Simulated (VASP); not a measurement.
Set up this calculation in VASP 6.6.1, as the native input.

```
Task                   : single point
Functional             : PBE
Potentials or basis    : VASP PAW PBE potentials, release 64 (Ga_d, O_h)
Cutoff                 : 910 eV
k mesh                 : 6 × 6 × 6
Occupations            : gaussian, width 0.05 eV
Spin                   : no spin polarisation
Dipole correction      : no
Further INCAR settings : ALGO = Normal; EDIFF = 1e-06; NBANDS = 55
```

The structure of Ga2O3 lies in POSCAR:

```
Ga2O3
1.0
    2.5287245564      1.4940175674      4.5519849112
   -2.5287245564      1.4940175674      4.5519849112
    0.0000000000     -2.8858618425      4.5191358157
Ga O
4 6
Direct
    0.3558687539      0.3558687539      0.3558687539
    0.1441312461      0.1441312461      0.1441312461
    0.6441312461      0.6441312461      0.6441312461
    0.8558687539      0.8558687539      0.8558687539
    0.5531733332      0.9468266668      0.2500000000
    0.2500000000      0.5531733332      0.9468266668
    0.9468266668      0.2500000000      0.5531733332
    0.4468266668      0.0531733332      0.7500000000
    0.7500000000      0.4468266668      0.0531733332
    0.0531733332      0.7500000000      0.4468266668
```

This cell differs from its parent crystal: strain +0.0150 x Voigt [0, 0, 0, 1, 0, 0].

One way to write it, as run:

INCAR

```
PREC     = Accurate       # precision mode
ENCUT    = 910            # plane-wave cutoff, eV
EDIFF    = 1E-6           # SCF threshold, eV
ISMEAR   = 0              # smearing method
SIGMA    = 0.05           # smearing width, eV
LREAL    = False          # projectors in reciprocal space
LASPH    = True           # aspherical terms in the spheres
NELM     = 120            # most SCF steps
ALGO     = Normal         # electronic algorithm
ISIF     = 2              # what is computed and relaxed
LWAVE    = False          # write WAVECAR
LCHARG   = False          # write CHGCAR
GGA      = PE             # functional
NBANDS   = 55             # bands
GGA_COMPAT= False
```

KPOINTS

```
regular mesh
0
Gamma
  6 6 6
```

Potentials or basis: VASP PAW PBE potentials, release 64 (Ga_d, O_h).

The run is started by

```sh
$ cat potpaw_PBE.64/Ga_d/POTCAR potpaw_PBE.64/O_h/POTCAR > POTCAR
$ mpirun -np 1 vasp_std > vasp.out
```

Results of the run:

```
Pressure               : 0.6 GPa
Largest force          : 0.097 eV/Å
Band gap on the k mesh : 2.39 eV (least direct gap 2.62 eV)
```

Caveat: the cell differs from its parent crystal (strain +0.0150 x Voigt [0, 0, 0, 1, 0, 0]).

Run time: 19 min on 1 thread of AMD EPYC 7R43 64-Core Processor (Zen 3), with other jobs on the host, peak memory 0.77 GiB.
